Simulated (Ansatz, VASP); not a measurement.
## One calculation of Cu, two programs

```xyz
2
Lattice="1.2524 -4.2424 0.0000 1.2524 4.2424 0.0000 0.0000 0.0000 2.6461" Properties=species:S:1:pos:R:3 pbc="T T T"
Cu    1.2524    3.1051    0.6615
Cu    1.2524   -3.1051    1.9846
```

Change from the starting cell: volume 14.059 Å^3 an atom, stretch along a over the lengths across it, relative to the relaxed cell 0.9607.

Alike in both runs: task single point; functional PBE; k mesh 20 × 20 × 20; occupations gaussian, width 0.15 eV; no spin polarisation.

|  | VASP | Ansatz |
| --- | --- | --- |
| version | VASP 6.6.1 | Ansatz 0.2.0 |
| potentials or method | VASP PAW PBE potentials, release 64 (Cu), cutoff 520 eV | scalar-relativistic, plane waves, PAW |
| valence electrons in the cell | 22 | 38 |

Ansatz gave:

| Quantity | Value |
| --- | --- |
| gap on the k mesh at the Fermi level (eV) | none |
| pressure (GPa) | -10.8 |
| traceless stress, the component that is largest in VASP (GPa) | 4.69 |
| rms of the force components (eV/Å) | 0.037 |

**Question.** What did VASP give for the same quantities?

**Answer.** gap on the k mesh at the Fermi level (eV): none; pressure (GPa): -10.0; traceless stress, the component that is largest in VASP (GPa): 4.63; rms of the force components (eV/Å): 0.033.

Atom by atom the forces differ by 0.003 eV/Å (rms over components). A gap of «none» marks a metal or a gap that the smearing closes. VASP's potentials hold 22 valence electrons a cell and Ansatz's 38, so a difference there can come from the potentials and not from the codes.
